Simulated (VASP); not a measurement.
A run of VASP 6.6.1:

The input POSCAR:

```
Ni
1.0
   -1.3961098964      1.3961098964      1.3961098964
    1.3961098964     -1.3961098964      1.3961098964
    1.3961098964      1.3961098964     -1.3961098964
Ni
1
Direct
    0.0000000000      0.0000000000      0.0000000000
```

Contents of INCAR.step1:

```
  ALGO = Normal
  EDIFF = 1E-4
  ENCUT = 520
  GGA = PE
  ISMEAR = -1
  LASPH = T
  LCHARG = F
  LREAL = F
  LWAVE = T
  NBANDS = 11
  NELM = 100
  PREC = Accurate
  SIGMA = 0.1
```

File INCAR.step2:

```
  ALGO = Normal
  EDIFF = 1E-7
  ENCUT = 520
  ISIF = 2
  ISMEAR = -1
  ISTART = 1
  LASPH = T
  LCHARG = F
  LMIXTAU = T
  LREAL = F
  LWAVE = F
  METAGGA = R2SCAN
  NBANDS = 11
  NELM = 100
  PREC = Accurate
  SIGMA = 0.1
```

The input KPOINTS:

```
k-points
0
Gamma
  18 18 18
```

Potentials or basis: VASP PAW PBE potentials, release 64 (Ni).

The run is started by

```sh
$ cat potpaw_PBE.64/Ni/POTCAR > POTCAR
$ cp INCAR.step1 INCAR
$ mpirun -np 1 vasp_std > vasp.out
$ cp INCAR.step2 INCAR
$ mpirun -np 1 vasp_std > vasp.out
```

Hardware: 1 thread of AMD EPYC 7R43 64-Core Processor (Zen 3), with other jobs on the host.

**Question.** How long does it take, and how much memory?

**Answer.** It took 110 s on 1 thread of AMD EPYC 7R43 64-Core Processor (Zen 3), with other jobs on the host, peak memory 0.1 GiB. Counts: k points 195.
